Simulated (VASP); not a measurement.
# Be3Te2S in VASP: further runs

The runs below take Be3Te2S through single point, relaxation of cell and atoms, with PBE.

All numbers are computed with VASP 6.6.1; they aren't measurements. Logs are shortened: lines on timing, memory, paths and dates and some standing lists are left out, and cuts for length are marked.

## 1. The cell of the first run

It takes space group Imm2 (No. 44, orthorhombic). The conventional cell has a = 3.829 Å, b = 11.471 Å, c = 5.386 Å, α = 90.00°, β = 90.00°, γ = 90.00°. Within 2.8 Å of Be (site symmetry m) lie 1 S at 2.11 Å and 3 Te at 2.42 to 2.46 Å. Within 2.9 Å of Be (site symmetry mm2) lie 2 S at 2.22 Å and 2 Te at 2.45 Å. Te (site symmetry m) has 4 Be at 2.42 to 2.46 Å within 3.2 Å. S (site symmetry mm2) has 4 Be at 2.11 to 2.22 Å within 2.8 Å.

## 2. Single point, PBE

The input, INCAR:

```
ALGO = Normal
EDIFF = 1E-6
ENCUT = 520
GGA = PE
ISIF = 2
ISMEAR = 0
LASPH = True
LCHARG = False
LREAL = False
LWAVE = False
NBANDS = 21
NELM = 60
PREC = Accurate
SIGMA = 0.02
```

The input, KPOINTS:

```
k-points
0
Gamma
  10 10 10
```

The input, POSCAR:

```
Be3Te2S
1.0
   -1.9144692151      5.7355308644      2.6928822459
    1.9144692151     -5.7355308644      2.6928822459
    1.9144692151      5.7355308644     -2.6928822459
Be Te S
3 2 1
Direct
    0.6222628486      0.7719658797      0.8502969689
    0.9216689108      0.7719658797      0.1497030311
    0.2083853038      0.7083853038      0.5000000000
    0.6629736934      0.9989136864      0.6640600071
    0.3348536793      0.9989136864      0.3359399929
   -0.0001444361     -0.0001444361      0.0000000000
```

Potentials or basis: VASP PAW PBE potentials, release 64 (Be, Te, S).

The run is started by

```bash
$ cat potpaw_PBE.64/Be/POTCAR potpaw_PBE.64/Te/POTCAR potpaw_PBE.64/S/POTCAR > POTCAR
$ mpirun -np 1 vasp_std > vasp.out
```

OUTCAR:

```text
EDIFF = 1E-6
   ENCUT = 520
   GGA = PE
   ISIF = 2
   ISMEAR = 0
   LASPH = True
   LREAL = False
   NELM = 60
   PREC = Accurate

 ion  position               nearest neighbor table
   1  0.622  0.772  0.850-   6 2.11   5 2.42   5 2.42   4 2.46
   2  0.922  0.772  0.150-   6 2.11   4 2.42   4 2.42   5 2.46
   3  0.208  0.708  0.500-   6 2.22   6 2.22   4 2.45   5 2.45
   4  0.663  0.999  0.664-   2 2.42   2 2.42   3 2.45   1 2.46
   5  0.335  0.999  0.336-   1 2.42   1 2.42   3 2.45   2 2.46
   6  1.000  1.000  0.000-   1 2.11   2 2.11   3 2.22   3 2.22

  LATTYP: Found a body centered orthorhombic cell.
 ALAT       =     3.8289384302
 B/A-ratio  =     1.4065946972
 C/A-ratio  =     2.9958856581

  Lattice vectors:

 A1 = (   1.9144692151,  -5.7355308644,  -2.6928822459)
 A2 = (  -1.9144692151,  -5.7355308644,   2.6928822459)
 A3 = (  -1.9144692151,   5.7355308644,  -2.6928822459)

Analysis of symmetry for initial positions (statically):
=====================================================================
 Subroutine PRICEL returns:
 Original cell was already a primitive cell.

 Routine SETGRP: Setting up the symmetry group for a
 body centered orthorhombic supercell.

 Subroutine GETGRP returns: Found  4 space group operations
 (whereof  4 operations were pure point group operations)
 out of a pool of  8 trial point group operations.

The static configuration has the point symmetry C_2v.

Analysis of symmetry for dynamics (positions and initial velocities):
=====================================================================
 Subroutine PRICEL returns:
 Original cell was already a primitive cell.

 Routine SETGRP: Setting up the symmetry group for a
 body centered orthorhombic supercell.

 Subroutine GETGRP returns: Found  4 space group operations
 (whereof  4 operations were pure point group operations)
 out of a pool of  8 trial point group operations.

The dynamic configuration has the point symmetry C_2v.

 Subroutine INISYM returns: Found  4 space group operations
 (whereof  4 operations are pure point group operations),
 and found     1 'primitive' translations

----------------------------------------------------------------------------------------

                                     Primitive cell

  volume of cell :     118.2767

  direct lattice vectors                    reciprocal lattice vectors
    -1.914469215  5.735530864  2.692882246     0.000000000  0.087175889  0.185674662
     1.914469215 -5.735530864  2.692882246     0.261168995  0.000000000  0.185674662
     1.914469215  5.735530864 -2.692882246     0.261168995  0.087175889  0.000000000

  length of vectors
     6.619148092  6.619148092  6.619148092     0.205121222  0.320443948  0.275334123

  position of ions in fractional coordinates (direct lattice)
     0.622262849  0.771965880  0.850296969
     0.921668911  0.771965880  0.149703031
     0.208385304  0.708385304  0.500000000
     0.662973693  0.998913686  0.664060007
     0.334853679  0.998913686  0.335939993
     0.999855564  0.999855564  0.000000000

  ion indices of the primitive-cell ions
   primitive index   ion index
                 1           1
                 2           2
                 3           3
                 4           4
                 5           5
                 6           6

----------------------------------------------------------------------------------------

 KPOINTS: k-points

Automatic generation of k-mesh.
 Grid dimensions read from file:
 generate k-points for:   10   10   10

 Generating k-lattice:

  Cartesian coordinates                     Fractional coordinates (reciprocal lattice)
     0.000000000  0.008717589  0.018567466     0.100000000  0.000000000  0.000000000
     0.026116899  0.000000000  0.018567466     0.000000000  0.100000000  0.000000000
     0.026116899  0.008717589  0.000000000     0.000000000  0.000000000  0.100000000

  Length of vectors
     0.020512122  0.032044395  0.027533412

  Shift w.r.t. Gamma in fractional coordinates (k-lattice)
     0.000000000  0.000000000  0.000000000

 Subroutine IBZKPT returns following result:
 ===========================================

 Found    171 irreducible k-points:

 Following reciprocal coordinates:
            Coordinates               Weight
  0.000000  0.000000  0.000000      1.000000
  0.100000  0.000000 -0.000000      4.000000
  0.200000  0.000000 -0.000000      4.000000
  0.300000  0.000000 -0.000000      4.000000
  0.400000 -0.000000  0.000000      4.000000
  0.500000 -0.000000  0.000000      2.000000
[... 16 lines left out ...]
 -0.400000  0.200000  0.000000      8.000000
 -0.300000  0.200000  0.000000      8.000000
 [... further k-points ...]
   k-points           NKPTS =    171   k-points in BZ     NKDIM =    171   number of bands    NBANDS=     21
   number of dos      NEDOS =    301   number of ions     NIONS =      6
   total plane-waves  NPLWV = 125000
   dimension x,y,z NGX =    50 NGY =   50 NGZ =   50
   dimension x,y,z NGXF=   100 NGYF=  100 NGZF=  100
   ions per type =               3   2   1
   NGX,Y,Z   is equivalent  to a cutoff of  12.56, 12.56, 12.56 a.u.
   NGXF,Y,Z  is equivalent  to a cutoff of  25.12, 25.12, 25.12 a.u.
 SYSTEM =  unknown system
   PREC   = accura    normal or accurate (medium, high low for compatibility)
   ISTART =      0    job   : 0-new  1-cont  2-samecut
   ICHARG =      2    charge: 1-file 2-atom 10-const
   ISPIN  =      1    spin polarized calculation?
   LNONCOLLINEAR =      F non collinear calculations
   LSORBIT =      F    spin-orbit coupling
   LASPH  =      T    aspherical Exc in radial PAW
   ENCUT  =  520.0 eV  38.22 Ry    6.18 a.u.  12.31 12.31 12.31*2*pi/ulx,y,z
   NELM   =     60;   NELMIN=  2; NELMDL= -5     # of ELM steps
   EDIFF  = 0.1E-05   stopping-criterion for ELM
   LREAL  =      F    real-space projection
   EDIFFG = 0.1E-04   stopping-criterion for IOM
   NSW    =      0    number of steps for IOM
   IBRION =     -1    ionic relax: 0-MD 1-quasi-New 2-CG
   NFREE  =      0    steps in history (QN), initial steepest desc. (CG)
   ISIF   =      2    stress and relaxation
   ISYM   =      2    0-nonsym 1-usesym 2-fastsym
   POTIM  = 0.5000    time-step for ionic-motion
   TEBEG  =    0.0;   TEEND  =   0.0 temperature during run
   PSTRESS=    0.0 pullay stress
[... 24 lines left out ...]
 maximum number of plane-waves:      3204
 NGX is ok and might be reduce to    50

 number of electron      24.0000001 magnetization

 Free energy of the ion-electron system (eV)
  ---------------------------------------------------
  ext. energy  EPLUGINS =         0.00000000
  ---------------------------------------------------
  free energy    TOTEN  =       -24.89473980 eV

  energy without entropy =      -24.89473980  energy(sigma->0) =      -24.89473980

 E-fermi :   5.2966     XC(G=0):  -9.2323

 val. band max:        5.2134264582   @ k =   0.0000   0.0000   0.0000
 cond. band min:       6.9245257135   @ k =   0.5000   0.5000   0.5000
 fundamental gap:      1.7110992553
 Fermi energy:         5.2966119365

 k-point     1 :       0.0000    0.0000    0.0000
  band No.  band energies     occupation
      1      -8.4721      2.00000
      2      -6.4707      2.00000
      3      -5.2613      2.00000
      4      -0.0158      2.00000
      5       0.1614      2.00000
      6       0.7417      2.00000
[... 13 lines left out ...]
     20      12.3471      0.00000
     21      12.4655      0.00000

 k-point     2 :       0.1000    0.0000   -0.0000
  band No.  band energies     occupation
      1      -8.4530      2.00000
      2      -6.4764      2.00000
      3      -5.3043      2.00000
      4      -0.1627      2.00000
      5      -0.0196      2.00000
      6       1.0281      2.00000
[... 13 lines left out ...]
     20      11.8958      0.00000
     21      12.0491      0.00000

 k-point     3 :       0.2000    0.0000   -0.0000
  band No.  band energies     occupation
      1      -8.4015      2.00000
      2      -6.4828      2.00000
      3      -5.4317      2.00000
      4      -0.4142      2.00000
      5      -0.1317      2.00000
      6       1.4956      2.00000
[... 13 lines left out ...]
     20      11.1766      0.00000
     21      11.2328      0.00000

 k-point     4 :       0.3000    0.0000   -0.0000
  band No.  band energies     occupation
      1      -8.3347      2.00000
      2      -6.4672      2.00000
      3      -5.6241      2.00000
      4      -0.6342      2.00000
      5       0.0146      2.00000
      6       1.8287      2.00000
[... 13 lines left out ...]
     20      10.7470      0.00000
     21      11.1723      0.00000

 k-point     5 :       0.4000   -0.0000    0.0000
  band No.  band energies     occupation
      1      -8.2779      2.00000
      2      -6.4172      2.00000
      3      -5.8245      2.00000
      4      -0.7750      2.00000
      5       0.3902      2.00000
      6       1.7575      2.00000
[... 13 lines left out ...]
     20      10.8378      0.00000
     21      10.9954      0.00000

 k-point     6 :       0.5000   -0.0000    0.0000
  band No.  band energies     occupation
      1      -8.2556      2.00000
      2      -6.3769      2.00000
      3      -5.9236      2.00000
      4      -0.8230      2.00000
      5       0.7769      2.00000
      6       1.2646      2.00000
[... 13 lines left out ...]
     20      10.7617      0.00000
     21      11.2819      0.00000

 k-point     7 :       0.0000    0.1000    0.0000
  band No.  band energies     occupation
      1      -8.4154      2.00000
      2      -6.4293      2.00000
      3      -5.2593      2.00000
      4      -0.1219      2.00000
      5       0.0253      2.00000
      6       0.9948      2.00000
[... 13 lines left out ...]
     20      11.1773      0.00000
     21      12.0725      0.00000
[... 291 lines left out ...]
      1      -8.1501      2.00000
      2      -6.1478      2.00000
      3      -5.7237      2.00000
      4      -0.4566      2.00000
      5       0.3768      2.00000
      6       0.6665      2.00000
[... 13 lines left out ...]
     20      11.1926      0.00000
     21      11.6990      0.00000

 k-point    21 :       0.4000    0.2000    0.0000
  band No.  band energies     occupation
      1      -8.1562      2.00000
      2      -6.1533      2.00000
      3      -5.7198      2.00000
      4      -0.4251      2.00000
      5       0.3310      2.00000
      6       0.8365      2.00000
[... 13 lines left out ...]
     20      10.9467      0.00000
     21      11.6357      0.00000

 k-point    22 :       0.5000    0.2000    0.0000
  band No.  band energies     occupation
      1      -8.1905      2.00000
      2      -6.2286      2.00000
      3      -5.5675      2.00000
      4      -0.3202      2.00000
      5       0.1813      2.00000
      6       1.0013      2.00000
[... 13 lines left out ...]
     20      11.3870      0.00000
     21      11.5135      0.00000

 k-point    23 :      -0.4000    0.2000    0.0000
  band No.  band energies     occupation
      1      -8.2391      2.00000
      2      -6.2842      2.00000
      3      -5.3906      2.00000
      4      -0.1638      2.00000
      5       0.1273      2.00000
      6       0.9075      2.00000
[... 13 lines left out ...]
     20      11.2669      0.00000
     21      11.4594      0.00000

 k-point    24 :      -0.3000    0.2000    0.0000
  band No.  band energies     occupation
      1      -8.2831      2.00000
      2      -6.3055      2.00000
      3      -5.2529      2.00000
      4      -0.0063      2.00000
      5       0.1710      2.00000
      6       0.8129      2.00000
[... 13 lines left out ...]
     20      11.0111      0.00000
     21      11.2979      0.00000

 [... further k-points ...]

------------------------ aborting loop because EDIFF is reached ----------------------------------------

  FORCE on cell =-STRESS in cart. coord.  units (eV):
  Direction    XX          YY          ZZ          XY          YZ          ZX
  --------------------------------------------------------------------------------------
  -------------------------------------------------------------------------------------
  Total        0.0892205      0.0756209      0.0857319      0.0000000      0.0000000      0.0000000
  in kB        1.2085818      1.0243609      1.1613253      0.0000000      0.0000000      0.0000000
  external PRESSURE =       1.1314227 kB  Pullay stress =       0.0000000 kB

 VOLUME and BASIS-vectors are now :
 -----------------------------------------------------------------------------
  energy-cutoff  :      520.00
  volume of cell :      118.28
      direct lattice vectors                 reciprocal lattice vectors
    -1.914469215  5.735530864  2.692882246     0.000000000  0.087175889  0.185674662
     1.914469215 -5.735530864  2.692882246     0.261168995  0.000000000  0.185674662
     1.914469215  5.735530864 -2.692882246     0.261168995  0.087175889  0.000000000

 POSITION                                       TOTAL-FORCE (eV/Angst)
 -----------------------------------------------------------------------------------
      1.91447      4.01828      1.46474         0.000000      0.013636      0.011306
     -0.00000      1.71725      4.15763         0.000000     -0.013636      0.011306
      1.91447      0.00000      1.12231         0.000000      0.000000     -0.016578
      1.91447      1.88194      2.68703        -0.000000      0.001094     -0.003018
      1.91447     -1.88194      2.68703        -0.000000     -0.001094     -0.003018
      0.00000      0.00000      5.38499        -0.000000      0.000000      0.000002
 -----------------------------------------------------------------------------------
    total drift:                               -0.000000     -0.000000      0.000034

  FREE ENERGIE OF THE ION-ELECTRON SYSTEM (eV)
  ---------------------------------------------------
  free  energy   TOTEN  =       -24.8947397950 eV

  energy  without entropy=      -24.8947397950  energy(sigma->0) =      -24.89473980
```

Run time: 11 min. Hardware: 1 thread of Intel Xeon Platinum 8259CL at 2.50GHz (Skylake/Cascade Lake), shared host; peak memory 0.63 GiB.

Results:

- Free energy: -24.8947 eV
- Pressure: 0.1 GPa
- Largest force: 0.018 eV/Å
- Band gap on the k mesh: 1.71 eV (least direct gap 1.73 eV)

Forces on the atoms (eV/Å):
```
Be   0.000  0.014  0.011
Be   0.000 -0.014  0.011
Be   0.000  0.000 -0.017
Te   0.000  0.001 -0.003
Te   0.000 -0.001 -0.003
S    0.000  0.000  0.000
```

Levels at points of the mesh, in eV from the valence-band top:
```tsv
k point	band 9	band 10	band 11	band 12	band 13	band 14	band 15	band 16
(0.00, 0.00, 0.00)	-1.58	-0.52	-0.51	0.00	2.42	3.43	3.81	3.88
(0.50, 0.00, 0.00)	-1.56	-1.29	-1.21	-0.81	2.72	3.43	3.72	4.68
(0.00, 0.50, 0.00)	-3.16	-2.41	-1.45	-1.37	3.20	4.22	4.56	4.60
(0.50, 0.50, 0.00)	-3.18	-2.65	-2.43	-1.78	1.84	2.86	3.86	4.25
(0.50, 0.50, 0.50)	-2.60	-1.81	-1.17	-0.02	1.71	2.78	3.82	4.51
```

Caveat: spin-orbit coupling is left out, which moves the levels of the heavy elements. A k mesh can miss the band edges.

## 3. Relaxation of cell and atoms, PBE

This run uses another cell than the first one: it holds 12 atoms, not 6.

The input, INCAR:

```
SYSTEM = Be3Te2S
ALGO = Normal ; EDIFF = 1E-7
EDIFFG = -0.025 ; ENCUT = 600
GGA = PE ; IBRION = 2
ISIF = 3 ; ISMEAR = 0
LASPH = .True. ; LCHARG = .False.
LREAL = .False. ; LWAVE = .False.
NELM = 80 ; NSW = 80
PREC = Accurate ; SIGMA = 0.1
```

The input, KPOINTS:

```
k-points
0
Gamma
  4 2 4
  0 0 0
```

The input, POSCAR:

```
Be3Te2S
1.0
    3.9098943654     -0.0083572475     -5.5031386441
   -3.8083808933      0.0423636950     -5.4309689763
    1.9169586466      5.7044703668     -2.7696767820
Be Te S
6 4 2
Direct
    0.7648198832      0.6137893250      0.7128509515
    0.2650585075      0.1007514549      0.7013224972
    0.4656841776      0.6235468090      0.2867163862
    0.9661000196      0.1056714037      0.2882767765
    0.1405444654      0.6556755953      0.9951826481
    0.6419961607      0.1354887564      0.0052419178
    0.8356181502      0.5016587310      0.3327054943
    0.3402770047     -0.0039835652      0.3320661532
    0.1583277096      0.5012497368      0.6821702750
    0.6712539820      0.0079220040      0.6691349622
    0.5016868542      0.5065287464     -0.0066918585
   -0.0013669145      0.0017010027      0.0010237965
```

Potentials or basis: VASP PAW PBE potentials, release 64 (Be, Te, S).

The run is started by

```bash
$ cat potpaw_PBE.64/Be/POTCAR potpaw_PBE.64/Te/POTCAR potpaw_PBE.64/S/POTCAR > POTCAR
$ mpirun -np 1 vasp_std > vasp.out
```

Wall time 22 min (1 thread of Oxide Virtual Turin-like, shared host); peak memory 0.49 GiB.

The run converged. Its results:

- Free energy: -49.7722 eV
- Relaxed volume: 19.75 Å³/atom
- Relaxed cell: a = 6.614 Å, b = 6.607 Å, c = 6.626 Å, α = 80.55°, β = 60.06°, γ = 70.81°
- Space group after relaxing (to 0.1 Å): Imm2 (No. 44)
- Energy gained by relaxing: 25.5 meV/atom
- Ionic steps: 12
- Pressure after relaxing: 0.0 GPa
- Largest force after relaxing: 0.013 eV/Å
- Band gap on the k mesh: 1.71 eV

Forces on the atoms (eV/Å):
```
Be  -0.004  0.002 -0.002
Be  -0.010  0.006 -0.005
Be  -0.001 -0.001 -0.008
Be  -0.003 -0.004  0.004
Be   0.004  0.003  0.006
Be   0.011  0.002  0.001
Te   0.000 -0.005  0.006
Te   0.009  0.006  0.003
Te  -0.009 -0.004 -0.003
Te  -0.001 -0.002 -0.001
S   -0.001 -0.004  0.003
S    0.006  0.000 -0.003
```

Step by step:
```csv
step,energy change (eV),largest force (eV/Å),pressure (GPa),volume (Å³)
1,0.0000,1.0604,-0.54,240.85
2,-0.2284,0.4448,-0.31,238.48
3,-0.2530,0.3801,-0.06,237.40
4,-0.2912,0.1853,0.08,236.76
5,-0.2975,0.1798,0.19,236.36
6,-0.3030,0.1061,-0.07,237.23
7,-0.3038,0.0665,-0.20,237.72
8,-0.3055,0.0468,0.03,236.87
9,-0.3055,0.0484,0.08,236.71
10,-0.3062,0.0268,0.02,236.91
11,-0.3063,0.0270,-0.02,237.03
12,-0.3065,0.0126,0.00,236.97
```

Final structure:
```xyz
12
Lattice="3.8326 -0.0002 -5.3907 -3.8271 0.0009 -5.3860 1.9160 5.7415 -2.6957" Properties=species:S:1:pos:R:3 pbc="T T T"
Be    1.9226    4.0248   -9.3129
Be    1.9205    4.0219   -3.9214
Be    0.0041    1.7199   -6.6160
Be    3.8327    1.7175   -6.6194
Be   -1.9168    0.0006   -4.2680
Be    3.8270    5.7402   -6.9647
Te    1.9189    1.8852   -8.0908
Te    1.9155    1.8818   -2.7004
Te    0.0064    3.8597   -5.3936
Te    3.8342    3.8572   -5.3960
S     0.0025    0.0014   -5.3895
S     5.7469    5.7408   -8.0859
```

Levels at points of the mesh, in eV from the valence-band top:
```csv
k point,band 22,band 23,band 24,band 25,band 26,band 27
"(0.00, 0.00, 0.00)",-0.52,-0.51,0.00,2.41,3.18,3.44
"(0.50, 0.00, 0.00)",-1.74,-1.14,-1.14,2.99,2.99,3.75
"(0.00, 0.50, 0.00)",-1.04,-0.88,-0.88,3.35,3.35,3.44
"(0.50, 0.50, 0.00)",-1.29,-1.20,-0.80,1.84,2.71,2.86
"(0.00, 0.00, 0.50)",-1.37,-1.17,-0.02,1.71,2.77,3.19
"(0.50, 0.00, 0.50)",-1.74,-1.14,-1.13,2.99,2.99,3.75
"(0.00, 0.50, 0.50)",-2.03,-1.54,-1.54,2.89,2.89,3.44
"(0.50, 0.50, 0.50)",-1.29,-1.20,-0.80,1.84,2.71,2.86
```

Caveat: the k points lie up to 0.50 Å⁻¹ apart in the final cell; spin-orbit coupling is left out, which moves the levels of the heavy elements. A k mesh can miss the band edges.
